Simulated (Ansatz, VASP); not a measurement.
**NbC in VASP and in Ansatz**

```xyz
2
Lattice="0.0000 2.1923 2.1923 2.1923 0.0000 2.1923 2.1923 2.1923 0.0000" Properties=species:S:1:pos:R:3 pbc="T T T"
Nb    0.0000    0.0000    0.0000
C     2.1923    2.1923    2.1923
```

Alike in both runs: task single point; functional PBE; k mesh 16 × 16 × 16; occupations gaussian, width 0.1 eV; no spin polarisation.

```csv
,VASP,Ansatz
version,VASP 6.6.1,Ansatz 0.2.0
potentials or method,"VASP PAW PBE potentials, release 64 (Nb_sv, C), cutoff 600 eV","scalar-relativistic, plane waves, PAW"
valence electrons in the cell,17,17
```

Ansatz gave:

| Property | Result |
| --- | --- |
| gap on the k mesh at the Fermi level (eV) | none |
| pressure (GPa) | 23.6 |

**Question.** Which values does VASP return?

**Answer.** gap on the k mesh at the Fermi level (eV): none; pressure (GPa): 22.9.

A gap of «none» marks a metal or a gap that the smearing closes. With one functional, cell and mesh, what is left measures potentials, basis and numerics.
